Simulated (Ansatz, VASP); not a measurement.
# Cd in VASP and in Ansatz

```xyz
2
Lattice="2.9789 0.0000 0.0000 -1.4894 2.5798 0.0000 0.0000 0.0000 5.6177" Properties=species:S:1:pos:R:3 pbc="T T T"
Cd    0.0000    1.7199    1.4044
Cd    1.4894    0.8599    4.2132
```

Alike in both runs: task relaxation of cell and atoms; functional PBE; k mesh 12 × 12 × 6; occupations gaussian, width 0.1 eV; no spin polarisation.

```csv
,VASP,Ansatz
version,VASP 6.6.1,Ansatz 0.2.0
potentials or method,"VASP PAW PBE potentials, release 64 (Cd), cutoff 600 eV","scalar-relativistic, plane waves, PAW"
valence electrons in the cell,24,40
```

```tsv
	VASP	Ansatz	Ansatz less VASP
gap on the k mesh at the Fermi level, each at its own relaxed structure (eV)	none	none	-
relaxed volume (Å³/atom)	23.20	23.10	-0.094
relaxed length of the cell vector where the two differ most in proportion (Å)	3.006	2.998	-0.0076
```

A gap of «none» marks a metal or a gap that the smearing closes. VASP's potentials hold 24 valence electrons a cell and Ansatz's 40, so a difference there can come from the potentials and not from the codes.
